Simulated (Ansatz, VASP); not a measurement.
**GdO in VASP and in Ansatz**

```
Gd O
1.0
     3.07243    0.00000    0.00000
     0.00000    3.07243    0.00000
     0.00000    0.00000    3.07243
Gd O
1 1
Cartesian
  0.0000 0.0000 0.0000
  1.5362 1.5362 1.5362
```

Alike in both runs: task single point; functional PBE; k mesh 10 × 10 × 10; occupations gaussian, width 0.05 eV; collinear spin; Hubbard terms Gd f U = 6.0 eV.

|  | VASP | Ansatz |
| --- | --- | --- |
| version | VASP 6.6.1 | Ansatz 0.2.0 |
| potentials or method | VASP PAW PBE potentials, release 64 (Gd, O), cutoff 520 eV | scalar-relativistic, plane waves, PAW |
| valence electrons in the cell | 24 | 24 |

```tsv
	VASP	Ansatz	Ansatz less VASP
gap on the k mesh at the Fermi level (eV)	none	none	-
pressure (GPa)	-4.8	-4.7	+0.09
net moment per atom (μB)	3.78	3.78	-0.002
size of the moment on the site where the two differ most (μB)	7.14	7.22	+0.078
```

Site moments also hang on the region over which each program counts them. The programs project onto different local orbitals, so the same U acts differently, and such runs can settle in different states. A gap of «none» marks a metal or a gap that the smearing closes. Ansatz's warnings: filled band counts differ across k points.

Spin-orbit coupling is off throughout.
